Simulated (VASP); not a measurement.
# CdSe (F-43m) in VASP: notebook

CdSe is run at these levels: r2SCAN; tasks: phonons.

All numbers are computed with VASP 6.6.1; they aren't measurements. Logs are shortened: lines on timing, memory, paths and dates and some standing lists are left out, and cuts for length are marked.

### Step 1. The cell of the first run

Symmetry: F-43m, No. 216, cubic system. Conventional cell: a = 5.759 Å, b = 5.759 Å, c = 5.759 Å, α = 90.00°, β = 90.00°, γ = 90.00°. Within 3.3 Å of Cd (site symmetry -43m) lie 4 Se at 2.49 Å. Se (site symmetry -43m) has 4 Cd at 2.49 Å within 3.3 Å.

### Step 2. Phonons, r2SCAN

File INCAR:

```
SYSTEM = CdSe
PREC = Accurate ; ENCUT = 520
EDIFF = 1E-8 ; ISMEAR = 0
SIGMA = 0.01 ; LREAL = .FALSE.
LASPH = .TRUE. ; NELM = 80
ALGO = Normal ; ISIF = 2
LWAVE = .FALSE. ; LCHARG = .TRUE.
METAGGA = R2SCAN ; LMIXTAU = .TRUE.
IBRION = 6 ; NFREE = 2
POTIM = 0.015 ; NSW = 1
```

File KPOINTS:

```
regular mesh
0
G
  6 6 6
  0 0 0
```

File POSCAR:

```
CdSe
1.0
    2.8797105629      2.8797105629      0.0000000000
   -2.8797105629      2.8797105629      0.0000000000
    0.0000000000      2.8797105629      2.8797105629
Cd Se
1 1
Direct
    0.0000000000      0.0000000000      0.0000000000
    0.7500000000      0.2500000000      0.5000000000
```

Potentials or basis: VASP PAW PBE potentials, release 64 (Cd, Se).

Run with:

```
cat potpaw_PBE.64/Cd/POTCAR potpaw_PBE.64/Se/POTCAR > POTCAR
mpirun -np 1 vasp_std > vasp.out
```

OUTCAR:

```text
SYSTEM = CdSe
   PREC = Accurate
   ENCUT = 520
   EDIFF = 1E-8
   ISMEAR = 0
   LREAL = .FALSE.
   LASPH = .TRUE.
   NELM = 80
   ISIF = 2
   METAGGA = R2SCAN
   IBRION = 6
   NFREE = 2
   POTIM = 0.015
   NSW = 1

 ion  position               nearest neighbor table
   1  0.000  0.000  0.000-   2 2.49   2 2.49   2 2.49   2 2.49
   2  0.750  0.250  0.500-   1 2.49   1 2.49   1 2.49   1 2.49

  LATTYP: Found a face centered cubic cell.
 ALAT       =     5.7594211258

  Lattice vectors:

 A1 = (   0.0000000000,   2.8797105629,   2.8797105629)
 A2 = (   2.8797105629,   0.0000000000,   2.8797105629)
 A3 = (   2.8797105629,   2.8797105629,   0.0000000000)

Analysis of symmetry for initial positions (statically):
=====================================================================
 Subroutine PRICEL returns:
 Original cell was already a primitive cell.

 Routine SETGRP: Setting up the symmetry group for a
 face centered cubic supercell.

 Subroutine GETGRP returns: Found 24 space group operations
 (whereof 24 operations were pure point group operations)
 out of a pool of 48 trial point group operations.

The static configuration has the point symmetry T_d .

Analysis of symmetry for dynamics (positions and initial velocities):
=====================================================================
 Subroutine PRICEL returns:
 Original cell was already a primitive cell.

 Routine SETGRP: Setting up the symmetry group for a
 face centered cubic supercell.

 Subroutine GETGRP returns: Found 24 space group operations
 (whereof 24 operations were pure point group operations)
 out of a pool of 48 trial point group operations.

The dynamic configuration has the point symmetry T_d .

 Subroutine INISYM returns: Found 24 space group operations
 (whereof 24 operations are pure point group operations),
 and found     1 'primitive' translations

----------------------------------------------------------------------------------------

                                     Primitive cell

  volume of cell :      47.7613

  direct lattice vectors                    reciprocal lattice vectors
     2.879710563  2.879710563  0.000000000     0.173628561  0.173628561 -0.173628561
    -2.879710563  2.879710563  0.000000000    -0.173628561  0.173628561 -0.173628561
     0.000000000  2.879710563  2.879710563     0.000000000  0.000000000  0.347257121

  length of vectors
     4.072525734  4.072525734  4.072525734     0.300733489  0.300733489  0.347257121

  position of ions in fractional coordinates (direct lattice)
     0.000000000  0.000000000  0.000000000
     0.750000000  0.250000000  0.500000000

  ion indices of the primitive-cell ions
   primitive index   ion index
                 1           1
                 2           2

----------------------------------------------------------------------------------------

 KPOINTS: regular mesh

Automatic generation of k-mesh.
 Grid dimensions read from file:
 generate k-points for:    6    6    6

 Generating k-lattice:

  Cartesian coordinates                     Fractional coordinates (reciprocal lattice)
     0.028938093  0.028938093 -0.028938093     0.166666667  0.000000000  0.000000000
    -0.028938093  0.028938093 -0.028938093     0.000000000  0.166666667  0.000000000
     0.000000000  0.000000000  0.057876187     0.000000000  0.000000000  0.166666667

  Length of vectors
     0.050122248  0.050122248  0.057876187

  Shift w.r.t. Gamma in fractional coordinates (k-lattice)
     0.000000000  0.000000000  0.000000000

 Subroutine IBZKPT returns following result:
 ===========================================

 Found     16 irreducible k-points:

 Following reciprocal coordinates:
            Coordinates               Weight
  0.000000  0.000000  0.000000      1.000000
  0.166667  0.000000  0.000000      8.000000
  0.333333  0.000000  0.000000      8.000000
  0.500000  0.000000  0.000000      4.000000
  0.166667  0.166667  0.000000     12.000000
  0.333333  0.166667  0.000000     24.000000
[... 8 lines left out ...]
  0.500000  0.333333  0.166667     24.000000
  0.500000  0.500000  0.166667     12.000000
   k-points           NKPTS =     16   k-points in BZ     NKDIM =     16   number of bands    NBANDS=     13
   number of dos      NEDOS =    301   number of ions     NIONS =      2
   total plane-waves  NPLWV =  27000
   dimension x,y,z NGX =    30 NGY =   30 NGZ =   30
   dimension x,y,z NGXF=    60 NGYF=   60 NGZF=   60
   ions per type =               1   1
   NGX,Y,Z   is equivalent  to a cutoff of  12.25, 12.25, 12.25 a.u.
   NGXF,Y,Z  is equivalent  to a cutoff of  24.49, 24.49, 24.49 a.u.
 SYSTEM =  CdSe
   PREC   = accura    normal or accurate (medium, high low for compatibility)
   ISTART =      0    job   : 0-new  1-cont  2-samecut
   ICHARG =      2    charge: 1-file 2-atom 10-const
   ISPIN  =      1    spin polarized calculation?
   LNONCOLLINEAR =      F non collinear calculations
   LSORBIT =      F    spin-orbit coupling
   LASPH  =      T    aspherical Exc in radial PAW
   ENCUT  =  520.0 eV  38.22 Ry    6.18 a.u.   7.57  7.57  7.57*2*pi/ulx,y,z
   NELM   =     80;   NELMIN=  2; NELMDL= -5     # of ELM steps
   EDIFF  = 0.1E-07   stopping-criterion for ELM
   LREAL  =      F    real-space projection
   EDIFFG = 0.1E-06   stopping-criterion for IOM
   NSW    =     61    number of steps for IOM
   IBRION =      6    ionic relax: 0-MD 1-quasi-New 2-CG
   NFREE  =      2    steps in history (QN), initial steepest desc. (CG)
   ISIF   =      2    stress and relaxation
   ISYM   =      2    0-nonsym 1-usesym 2-fastsym
   POTIM  = 0.0150    time-step for ionic-motion
   TEBEG  =    0.0;   TEEND  =   0.0 temperature during run
   PSTRESS=    0.0 pullay stress
   NELECT =      18.0000    total number of electrons
   NUPDOWN=      -1.0000    fix difference up-down
   EMIN   =  10.00;   EMAX   =-10.00  energy-range for DOS
   EFERMI =   0.00;   METHOD = LEGACY
   ISMEAR =     0;   SIGMA  =   0.01  broadening in eV -4-tet -1-fermi 0-gaus
   EFERMI_NEDOS =   21; number of points for ismear=-14 and -15
   IALGO  =     38    algorithm
   IMIX   =      4    mixing-type and parameters
     AMIX     =   0.40;   BMIX     =  1.00
     AMIX_MAG =   1.60;   BMIX_MAG =  1.00
  volume/ion in A,a.u.               =      23.88       161.15
  Fermi-wavevector in a.u.,A,eV,Ry     =   1.182515  2.234630 19.025609  1.398343
  Thomas-Fermi vector in A             =   2.318768
   LORBIT       =      0    0 simple, 1 ext, 2 COOP (PROOUT), +10 PAW based schemes
   METAGGA = R2SCAN    functional components
   LHFCALC =     F    Hartree Fock is set to
   AEXX    =    0.0000 exact exchange contribution
   IVDW    =     0    specifies the selected vdW correction
   LEPSILON=     F    determine dielectric tensor
   LRPA    =     F    only Hartree local field effects (RPA)
 finite differences with symmetry
 non-spin polarized calculation
 Gauss-broadening in eV      SIGMA  =   0.01
  energy-cutoff  :      520.00
  volume of cell :       47.76
 maximum number of plane-waves:      1303
   NGX = 15   NGY = 15   NGZ = 15

--------------------------------------- Ionic step        1  -------------------------------------------

 number of electron      18.0000008 magnetization

 Free energy of the ion-electron system (eV)
  ---------------------------------------------------
  ext. energy  EPLUGINS =         0.00000000
  ---------------------------------------------------
  free energy    TOTEN  =       -35.49811710 eV

  energy without entropy =      -35.49811710  energy(sigma->0) =      -35.49811710

------------------------ aborting loop because EDIFF is reached ----------------------------------------

  FORCE on cell =-STRESS in cart. coord.  units (eV):
  Direction    XX          YY          ZZ          XY          YZ          ZX
  --------------------------------------------------------------------------------------
  -------------------------------------------------------------------------------------
  Total        4.6466040      4.6466040      4.6466040      0.0000000      0.0000000     -0.0000000
  in kB      155.8725824    155.8725824    155.8725824      0.0000000      0.0000000     -0.0000000
  external PRESSURE =     155.8725824 kB  Pullay stress =       0.0000000 kB
[... 129 lines left out ...]
  energy  without entropy=      -35.4971336455  energy(sigma->0) =      -35.49713365

--------------------------------------- Ionic step        5  -------------------------------------------

 number of electron      18.0000008 magnetization

 Free energy of the ion-electron system (eV)
  ---------------------------------------------------
  ext. energy  EPLUGINS =         0.00000000
  ---------------------------------------------------
  free energy    TOTEN  =       -35.49713443 eV

  energy without entropy =      -35.49713443  energy(sigma->0) =      -35.49713443

 E-fermi :   2.2235     XC(G=0): -10.2436

 val. band max:        2.1264889232   @ k =   0.0000   0.0000   0.0000
 cond. band min:       3.5658699978   @ k =   0.0000   0.0000   0.0000
 fundamental gap:      1.4393810746
 Fermi energy:         2.2235479652

 k-point     1 :       0.0000    0.0000    0.0000
  band No.  band energies     occupation
      1     -12.0200      2.00000
      2      -6.7923      2.00000
      3      -6.7784      2.00000
      4      -6.7646      2.00000
      5      -6.1507      2.00000
      6      -6.1505      2.00000
      7       2.1202      2.00000
      8       2.1240      2.00000
      9       2.1265      2.00000
     10       3.5659      0.00000
     11       8.5220      0.00000
     12       8.5281      0.00000
     13       8.5352      0.00000
[... 353 lines left out ...]
 k-point    24 :      -0.3333    0.1667    0.1667
  band No.  band energies     occupation
      1     -11.4756      2.00000
      2      -6.5934      2.00000
      3      -6.5824      2.00000
      4      -6.1728      2.00000
      5      -6.1542      2.00000
      6      -5.8606      2.00000
      7      -2.6399      2.00000
      8      -0.1150      2.00000
      9       1.0569      2.00000
     10       6.3807      0.00000
     11       8.3074      0.00000
     12       9.6399      0.00000
     13       9.9286      0.00000

 [... further k-points ...]

------------------------ aborting loop because EDIFF is reached ----------------------------------------

  FORCE on cell =-STRESS in cart. coord.  units (eV):
  Direction    XX          YY          ZZ          XY          YZ          ZX
  --------------------------------------------------------------------------------------
  -------------------------------------------------------------------------------------
  Total        4.6465176      4.6507642      4.6507642      0.0000000     -0.2209395      0.0000000
  in kB      155.8696850    156.0121367    156.0121367      0.0000000     -7.4115240      0.0000000
  external PRESSURE =     155.9646528 kB  Pullay stress =       0.0000000 kB
[... 17 lines left out ...]
  FREE ENERGIE OF THE ION-ELECTRON SYSTEM (eV)
  ---------------------------------------------------
  free  energy   TOTEN  =       -35.4971344264 eV

  energy  without entropy=      -35.4971344264  energy(sigma->0) =      -35.49713443

 INTERNAL STRAIN TENSORS FROM DISPLACED ATOMS
 ============================================

 INTERNAL STRAIN TENSOR FOR ION    1 for displacements in x,y,z  (eV/Angst):
          X           Y           Z          XY          YZ          ZX
  --------------------------------------------------------------------------------
  x     0.00000     0.00000     0.00000     0.00000   -14.71653     0.00000
  y     0.00000     0.00000     0.00000     0.00000     0.00000   -14.71653
  z     0.00000     0.00000     0.00000   -14.71653     0.00000     0.00000

 INTERNAL STRAIN TENSOR FOR ION    2 for displacements in x,y,z  (eV/Angst):
          X           Y           Z          XY          YZ          ZX
  --------------------------------------------------------------------------------
  x     0.00000    -0.00000    -0.00000     0.00000    14.72835     0.00000
  y    -0.00000     0.00000    -0.00000     0.00000     0.00000    14.72835
  z    -0.00000    -0.00000     0.00000    14.72835     0.00000     0.00000

 Eigenvectors and eigenvalues of the dynamical matrix
 ----------------------------------------------------

   1 f  =    6.792092 THz    42.675970 2PiTHz  226.559787 cm-1    28.089821 meV
             X         Y         Z           dx          dy          dz
      0.000000  0.000000  0.000000     0.642577    0.000000   -0.000000
      1.439855  4.319566  1.439855    -0.766221   -0.000000    0.000000

   2 f  =    6.792092 THz    42.675970 2PiTHz  226.559787 cm-1    28.089821 meV
             X         Y         Z           dx          dy          dz
      0.000000  0.000000  0.000000     0.000000    0.642577    0.000000
      1.439855  4.319566  1.439855     0.000000   -0.766221    0.000000
[... 11 lines left out ...]
   5 f/i=    0.002090 THz     0.013129 2PiTHz    0.069700 cm-1     0.008642 meV
             X         Y         Z           dx          dy          dz
      0.000000  0.000000  0.000000    -0.000000   -0.766221   -0.000000
      1.439855  4.319566  1.439855    -0.000000   -0.642577    0.000000

   6 f/i=    0.002090 THz     0.013129 2PiTHz    0.069700 cm-1     0.008642 meV
             X         Y         Z           dx          dy          dz
      0.000000  0.000000  0.000000     0.000000   -0.000000    0.766221
      1.439855  4.319566  1.439855    -0.000000    0.000000    0.642577

 ELASTIC MODULI CONTR FROM IONIC RELAXATION (kBar)
 Direction    XX          YY          ZZ          XY          YZ          ZX
 --------------------------------------------------------------------------------
 XX          -0.0000     -0.0000     -0.0000      0.0000      0.0000      0.0000
 YY          -0.0000     -0.0000     -0.0000      0.0000      0.0000     -0.0000
 ZZ          -0.0000     -0.0000     -0.0000      0.0000      0.0000      0.0000
 XY           0.0000      0.0000      0.0000   -830.4251     -0.0000      0.0000
 YZ           0.0000      0.0000      0.0000     -0.0000   -830.4251     -0.0000
 ZX           0.0000     -0.0000      0.0000      0.0000     -0.0000   -830.4251
 --------------------------------------------------------------------------------
```

It took 3.6 min on 1 thread of Intel Xeon 6975P-C (Granite Rapids), shared host; peak memory 0.21 GiB.

Results:

```yaml
Highest_phonon_frequency_at_Γ_LO-TO_splitting_left_out: 227 cm⁻¹
```

Phonon frequencies in cm⁻¹ (negative: imaginary):
| q point | frequencies |
| --- | --- |
| (0.000, 0.000, 0.000) | 0 0 0 227 227 227 |

Caveat: the cell stands under pressure or tension, which shifts response properties; the PAW data sets were made with another functional, which shifts forces and pressure a little.

(Continued in part 2 of 2.)
